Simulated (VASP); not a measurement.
# Ce (Im-3m) in VASP: a series of runs

Ce is run at these levels: r2SCAN; tasks: single point.

Everything below comes from runs of VASP 6.6.1. Logs are shortened: lines on timing, memory, paths and dates and some standing lists are left out, and cuts for length are marked.

**1. The cell of the first run**

The structure is cubic, space group Im-3m (No. 229). Conventional cell: a = 3.887 Å, b = 3.887 Å, c = 3.887 Å, α = 90.00°, β = 90.00°, γ = 90.00°. Ce (site symmetry m-3m) has 14 Ce at 3.37 to 3.89 Å within 4.4 Å.

This isn't the form of Ce at room conditions, which is fcc.

**2. Single point, r2SCAN, collinear spin, ferromagnetic start**

The input, POSCAR:

```
Ce
1.0
   -1.9432985503      1.9432985503      1.9432985503
    1.9432985503     -1.9432985503      1.9432985503
    1.9432985503      1.9432985503     -1.9432985503
Ce
1
Direct
    0.0000000000      0.0000000000      0.0000000000
```

The input, INCAR.step1:

```
  PREC = Accurate
  ENCUT = 520
  ISMEAR = -1
  SIGMA = 0.05
  LREAL = F
  LASPH = T
  NELM = 150
  ISPIN = 2
  MAGMOM = 1
  LMAXMIX = 6
  NBANDS = 16
  GGA = PE
  ALGO = Normal
  EDIFF = 1E-4
  LWAVE = T
  LCHARG = F
```

The input, INCAR.step2:

```
  PREC = Accurate
  ENCUT = 520
  EDIFF = 1E-6
  ISMEAR = -1
  SIGMA = 0.05
  LREAL = F
  LASPH = T
  NELM = 150
  ALGO = Normal
  ISIF = 2
  LWAVE = F
  LCHARG = T
  ISPIN = 2
  MAGMOM = 1
  LORBIT = 11
  LMAXMIX = 6
  METAGGA = R2SCAN
  LMIXTAU = T
  LELF = T
  LVHAR = T
  NBANDS = 16
  ISTART = 1
```

The input, KPOINTS:

```
regular mesh
0
Gamma
  10 10 10
```

Potentials or basis: VASP PAW PBE potentials, release 64 (Ce).

Launch:

```
> cat potpaw_PBE.64/Ce/POTCAR > POTCAR
> cp INCAR.step1 INCAR
> mpirun -np 1 vasp_std > vasp.out
> cp INCAR.step2 INCAR
> mpirun -np 1 vasp_std > vasp.out
```

OUTCAR:

```text
PREC = Accurate
   ENCUT = 520
   EDIFF = 1E-6
   ISMEAR = -1
   LREAL = F
   LASPH = T
   NELM = 150
   ISIF = 2
   ISPIN = 2
   LORBIT = 11
   METAGGA = R2SCAN
   ISTART = 1

 ion  position               nearest neighbor table
   1  0.000  0.000  0.000-

  LATTYP: Found a body centered cubic cell.
 ALAT       =     3.8865971006

  Lattice vectors:

 A1 = (  -1.9432985503,   1.9432985503,   1.9432985503)
 A2 = (   1.9432985503,  -1.9432985503,   1.9432985503)
 A3 = (   1.9432985503,   1.9432985503,  -1.9432985503)

Analysis of symmetry for initial positions (statically):
=====================================================================
 Subroutine PRICEL returns:
 Original cell was already a primitive cell.

 Routine SETGRP: Setting up the symmetry group for a
 body centered cubic supercell.

 Subroutine GETGRP returns: Found 48 space group operations
 (whereof 48 operations were pure point group operations)
 out of a pool of 48 trial point group operations.

The static configuration has the point symmetry O_h .

Analysis of symmetry for dynamics (positions and initial velocities):
=====================================================================
 Subroutine PRICEL returns:
 Original cell was already a primitive cell.

 Routine SETGRP: Setting up the symmetry group for a
 body centered cubic supercell.

 Subroutine GETGRP returns: Found 48 space group operations
 (whereof 48 operations were pure point group operations)
 out of a pool of 48 trial point group operations.

The dynamic configuration has the point symmetry O_h .

Analysis of structural, dynamic, and magnetic symmetry:
=====================================================================
 Subroutine PRICEL returns:
 Original cell was already a primitive cell.

 Routine SETGRP: Setting up the symmetry group for a
 body centered cubic supercell.

 Subroutine GETGRP returns: Found 48 space group operations
 (whereof 48 operations were pure point group operations)
 out of a pool of 48 trial point group operations.

The overall configuration has the point symmetry O_h .

 Subroutine INISYM returns: Found 48 space group operations
 (whereof 48 operations are pure point group operations),
 and found     1 'primitive' translations

----------------------------------------------------------------------------------------

                                     Primitive cell

  volume of cell :      29.3548

  direct lattice vectors                    reciprocal lattice vectors
    -1.943298550  1.943298550  1.943298550     0.000000000  0.257294485  0.257294485
     1.943298550 -1.943298550  1.943298550     0.257294485  0.000000000  0.257294485
     1.943298550  1.943298550 -1.943298550     0.257294485  0.257294485  0.000000000

  length of vectors
     3.365891823  3.365891823  3.365891823     0.363869350  0.363869350  0.363869350

  position of ions in fractional coordinates (direct lattice)
     0.000000000  0.000000000  0.000000000

  ion indices of the primitive-cell ions
   primitive index   ion index
                 1           1

----------------------------------------------------------------------------------------

 KPOINTS: regular mesh

Automatic generation of k-mesh.
 Grid dimensions read from file:
 generate k-points for:   10   10   10

 Generating k-lattice:

  Cartesian coordinates                     Fractional coordinates (reciprocal lattice)
     0.000000000  0.025729449  0.025729449     0.100000000  0.000000000  0.000000000
     0.025729449  0.000000000  0.025729449     0.000000000  0.100000000  0.000000000
     0.025729449  0.025729449  0.000000000     0.000000000  0.000000000  0.100000000

  Length of vectors
     0.036386935  0.036386935  0.036386935

  Shift w.r.t. Gamma in fractional coordinates (k-lattice)
     0.000000000  0.000000000  0.000000000

 Subroutine IBZKPT returns following result:
 ===========================================

 Found     47 irreducible k-points:

 Following reciprocal coordinates:
            Coordinates               Weight
  0.000000  0.000000  0.000000      1.000000
  0.100000  0.000000  0.000000     12.000000
  0.200000  0.000000  0.000000     12.000000
  0.300000  0.000000  0.000000     12.000000
  0.400000  0.000000  0.000000     12.000000
  0.500000  0.000000  0.000000      6.000000
[... 16 lines left out ...]
  0.300000  0.300000  0.100000      8.000000
 -0.300000  0.300000  0.100000     24.000000
 [... further k-points ...]
   k-points           NKPTS =     47   k-points in BZ     NKDIM =     47   number of bands    NBANDS=     16
   number of dos      NEDOS =    301   number of ions     NIONS =      1
   total plane-waves  NPLWV =  21952
   dimension x,y,z NGX =    28 NGY =   28 NGZ =   28
   dimension x,y,z NGXF=    56 NGYF=   56 NGZF=   56
   ions per type =               1
   NGX,Y,Z   is equivalent  to a cutoff of  13.83, 13.83, 13.83 a.u.
   NGXF,Y,Z  is equivalent  to a cutoff of  27.66, 27.66, 27.66 a.u.
 SYSTEM =  unknown system
   PREC   = accura    normal or accurate (medium, high low for compatibility)
   ISTART =      1    job   : 0-new  1-cont  2-samecut
   ICHARG =      0    charge: 1-file 2-atom 10-const
   ISPIN  =      2    spin polarized calculation?
   LNONCOLLINEAR =      F non collinear calculations
   LSORBIT =      F    spin-orbit coupling
   LASPH  =      T    aspherical Exc in radial PAW
   ENCUT  =  520.0 eV  38.22 Ry    6.18 a.u.   6.26  6.26  6.26*2*pi/ulx,y,z
   NELM   =    150;   NELMIN=  2; NELMDL=  0     # of ELM steps
   EDIFF  = 0.1E-05   stopping-criterion for ELM
   LREAL  =      F    real-space projection
   EDIFFG = 0.1E-04   stopping-criterion for IOM
   NSW    =      0    number of steps for IOM
   IBRION =     -1    ionic relax: 0-MD 1-quasi-New 2-CG
   NFREE  =      0    steps in history (QN), initial steepest desc. (CG)
   ISIF   =      2    stress and relaxation
   ISYM   =      2    0-nonsym 1-usesym 2-fastsym
   POTIM  = 0.5000    time-step for ionic-motion
   TEBEG  =    0.0;   TEEND  =   0.0 temperature during run
   PSTRESS=    0.0 pullay stress
   NELECT =      12.0000    total number of electrons
   NUPDOWN=      -1.0000    fix difference up-down
   EMIN   =  10.00;   EMAX   =-10.00  energy-range for DOS
   EFERMI =   0.00;   METHOD = LEGACY
   ISMEAR =    -1;   SIGMA  =   0.05  broadening in eV -4-tet -1-fermi 0-gaus
   EFERMI_NEDOS =   21; number of points for ismear=-14 and -15
   IALGO  =     38    algorithm
   IMIX   =      4    mixing-type and parameters
     AMIX     =   0.40;   BMIX     =  1.00
     AMIX_MAG =   1.60;   BMIX_MAG =  1.00
  volume/ion in A,a.u.               =      29.35       198.10
  Fermi-wavevector in a.u.,A,eV,Ry     =   1.214998  2.296014 20.085209  1.476221
  Thomas-Fermi vector in A             =   2.350400
   LORBIT       =     11    0 simple, 1 ext, 2 COOP (PROOUT), +10 PAW based schemes
   METAGGA = R2SCAN    functional components
   LHFCALC =     F    Hartree Fock is set to
   AEXX    =    0.0000 exact exchange contribution
   IVDW    =     0    specifies the selected vdW correction
   LEPSILON=     F    determine dielectric tensor
   LRPA    =     F    only Hartree local field effects (RPA)
 spin polarized calculation
  energy-cutoff  :      520.00
  volume of cell :       29.35
 maximum number of plane-waves:       802
 NGX is ok and might be reduce to    28
   NGX = 13   NGY = 13   NGZ = 13

 number of electron      12.0000000 magnetization       1.5898935

 Free energy of the ion-electron system (eV)
  ---------------------------------------------------
  ext. energy  EPLUGINS =         0.00000000
  ---------------------------------------------------
  free energy    TOTEN  =       -30.62492746 eV

  energy without entropy =      -30.59461614  energy(sigma->0) =      -30.60977180

 E-fermi :   8.4911     XC(G=0): -11.5604

 val. band max:        8.4899411539   @ k =  -0.3000   0.3000   0.2000
 cond. band min:       8.5016850800   @ k =   0.2000   0.2000   0.0000
 fundamental gap:      0.0117439261
 Fermi energy:         8.4910624321

 spin component 1

 k-point     1 :       0.0000    0.0000    0.0000
  band No.  band energies     occupation
      1     -27.7216      1.00000
      2      -8.7897      1.00000
      3      -8.7897      1.00000
      4      -8.7897      1.00000
      5       4.7502      1.00000
      6       8.2256      0.99508
[... 8 lines left out ...]
     15      10.0969      0.00000
     16      12.9167      0.00000

 k-point     2 :       0.1000    0.0000    0.0000
  band No.  band energies     occupation
      1     -27.6825      1.00000
      2      -9.0506      1.00000
      3      -8.8620      1.00000
      4      -8.7936      1.00000
      5       5.1750      1.00000
      6       8.1297      0.99927
[... 8 lines left out ...]
     15      10.7530      0.00000
     16      12.5911      0.00000

 k-point     3 :       0.2000    0.0000    0.0000
  band No.  band energies     occupation
      1     -27.5783      1.00000
      2      -9.6842      1.00000
      3      -9.0455      1.00000
      4      -8.8045      1.00000
      5       6.0566      1.00000
      6       8.0015      0.99994
[... 8 lines left out ...]
     15      12.0586      0.00000
     16      12.4167      0.00000
[... 362 lines left out ...]
 k-point    23 :       0.3000    0.3000    0.1000
  band No.  band energies     occupation
      1     -27.2511      1.00000
      2     -10.3382      1.00000
      3     -10.3382      1.00000
      4      -9.3480      1.00000
      5       7.4719      1.00000
      6       8.6241      0.06537
[... 8 lines left out ...]
     15      14.0676      0.00000
     16      14.0676      0.00000

 k-point    24 :      -0.3000    0.3000    0.1000
  band No.  band energies     occupation
      1     -27.4143      1.00000
      2     -10.3596      1.00000
      3      -9.3442      1.00000
      4      -8.9927      1.00000
      5       6.6126      1.00000
      6       7.9876      0.99996
[... 8 lines left out ...]
     15      12.0785      0.00000
     16      13.7234      0.00000

 [... further k-points ...]

 spin component 2

 k-point     1 :       0.0000    0.0000    0.0000
  band No.  band energies     occupation
      1     -27.0554      1.00000
      2      -8.1998      1.00000
      3      -8.1998      1.00000
      4      -8.1998      1.00000
      5       5.7485      1.00000
      6       9.6050      0.00000
[... 8 lines left out ...]
     15      10.8083      0.00000
     16      13.1254      0.00000

 k-point     2 :       0.1000    0.0000    0.0000
  band No.  band energies     occupation
      1     -27.0171      1.00000
      2      -8.4502      1.00000
      3      -8.2689      1.00000
      4      -8.2056      1.00000
      5       6.1641      1.00000
      6       9.4352      0.00000
[... 8 lines left out ...]
     15      11.4725      0.00000
     16      12.8970      0.00000

 k-point     3 :       0.2000    0.0000    0.0000
  band No.  band energies     occupation
      1     -26.9155      1.00000
      2      -9.0607      1.00000
      3      -8.4445      1.00000
      4      -8.2209      1.00000
      5       7.0187      1.00000
      6       9.1837      0.00000
[... 8 lines left out ...]
     15      12.8155      0.00000
     16      12.8575      0.00000
[... 362 lines left out ...]
 k-point    23 :       0.3000    0.3000    0.1000
  band No.  band energies     occupation
      1     -26.5958      1.00000
      2      -9.7003      1.00000
      3      -9.7003      1.00000
      4      -8.7517      1.00000
      5       8.4038      0.85132
      6       9.5806      0.00000
[... 8 lines left out ...]
     15      14.5502      0.00000
     16      14.5502      0.00000

 k-point    24 :      -0.3000    0.3000    0.1000
  band No.  band energies     occupation
      1     -26.7558      1.00000
      2      -9.7154      1.00000
      3      -8.7301      1.00000
      4      -8.4039      1.00000
      5       7.4911      1.00000
      6       9.0291      0.00002
[... 8 lines left out ...]
     15      12.7872      0.00000
     16      14.4936      0.00000

 [... further k-points ...]
[... 5 lines left out ...]
  --------------------------------------------------------------------------------------
  -------------------------------------------------------------------------------------
  Total        0.1676477      0.1676477      0.1676477      0.0000000      0.0000000     -0.0000000
  in kB        9.1501819      9.1501819      9.1501819      0.0000000      0.0000000     -0.0000000
  external PRESSURE =       9.1501819 kB  Pullay stress =       0.0000000 kB

 VOLUME and BASIS-vectors are now :
 -----------------------------------------------------------------------------
  energy-cutoff  :      520.00
  volume of cell :       29.35
      direct lattice vectors                 reciprocal lattice vectors
    -1.943298550  1.943298550  1.943298550     0.000000000  0.257294485  0.257294485
     1.943298550 -1.943298550  1.943298550     0.257294485  0.000000000  0.257294485
     1.943298550  1.943298550 -1.943298550     0.257294485  0.257294485  0.000000000

 POSITION                                       TOTAL-FORCE (eV/Angst)
 -----------------------------------------------------------------------------------
      0.00000      0.00000      0.00000         0.000000     -0.000000     -0.000000
 -----------------------------------------------------------------------------------
    total drift:                               -0.000000     -0.000000      0.000000

  FREE ENERGIE OF THE ION-ELECTRON SYSTEM (eV)
  ---------------------------------------------------
  free  energy   TOTEN  =       -30.6249274609 eV

  energy  without entropy=      -30.5946161401  energy(sigma->0) =      -30.60977180

 total charge

# of ion       s       p       d       f       tot
--------------------------------------------------
    1        2.146   5.609   1.121   1.006   9.881

 magnetization (x)

# of ion       s       p       d       f       tot
--------------------------------------------------
    1        0.013   0.013   0.308   0.852   1.186
```

It took 3.6 min on 1 thread of Intel Xeon 6975P-C (Granite Rapids), shared host; peak memory 0.2 GiB.

What came out:

```
Free energy                                           : -30.6249 eV
Pressure                                              : 0.9 GPa
Net moment                                            : 1.59 μB per cell
Site moments                                          : Ce +1.19 μB
Valence electrons inside the program's atomic spheres : Ce 9.88
```

Caveat: the magnetic or orbital state may not be the lowest; the PAW data sets were made with another functional, which shifts forces and pressure a little; spin-orbit coupling is left out, which moves the levels of the heavy elements; semilocal functionals describe open f shells poorly, which spoils levels, moments and volumes. The state reached can hang on the start; a lower one may exist.

**3. Single point, r2SCAN, non-collinear spin, typed start, spin-orbit coupling**

POSCAR is that of step 2.

The input, INCAR.step1:

```
SYSTEM = Ce
PREC = Accurate ; ENCUT = 520
ISMEAR = -1 ; SIGMA = 0.05
LREAL = .False. ; LASPH = .True.
NELM = 150 ; MAGMOM = 0 0 1
LSORBIT = .True. ; GGA_COMPAT = .False.
LMAXMIX = 6 ; NBANDS = 23
GGA = PE ; ALGO = Normal
EDIFF = 1E-4 ; LWAVE = .True.
LCHARG = .False.
```

The input, INCAR.step2:

```
SYSTEM = Ce
PREC = Accurate ; ENCUT = 520
EDIFF = 1E-6 ; ISMEAR = -1
SIGMA = 0.05 ; LREAL = .False.
LASPH = .True. ; NELM = 150
ALGO = Normal ; ISIF = 2
LWAVE = .False. ; LCHARG = .False.
MAGMOM = 0 0 1 ; LORBIT = 11
LSORBIT = .True. ; GGA_COMPAT = .False.
LORBMOM = .True. ; LMAXMIX = 6
METAGGA = R2SCAN ; LMIXTAU = .True.
NBANDS = 23 ; ISTART = 1
```

The input, KPOINTS:

```
Automatic mesh
0
Gamma
  10 10 10
  0 0 0
```

Potentials or basis: VASP PAW PBE potentials, release 64 (Ce).

Launch:

```
> cat potpaw_PBE.64/Ce/POTCAR > POTCAR
> cp INCAR.step1 INCAR
> mpirun -np 1 vasp_ncl > vasp.out
> cp INCAR.step2 INCAR
> mpirun -np 1 vasp_ncl > vasp.out
```

Wall time 40 min (1 thread of Intel Xeon 6975P-C (Granite Rapids), shared host); peak memory 0.39 GiB.

Results (log left out):

```yaml
Free_energy: -30.9631 eV
Pressure: 0.8 GPa
Net_moment: 1.56 μB per cell
Valence_electrons_inside_the_program's_atomic_spheres: Ce 9.88
```

Moments on the atoms (μB; x, y, z):
```
Ce  0.00 0.00 1.17
```

Caveat: the magnetic or orbital state may not be the lowest; the PAW data sets were made with another functional, which shifts forces and pressure a little; semilocal functionals describe open f shells poorly, which spoils levels, moments and volumes. The state reached can hang on the start; a lower one may exist.
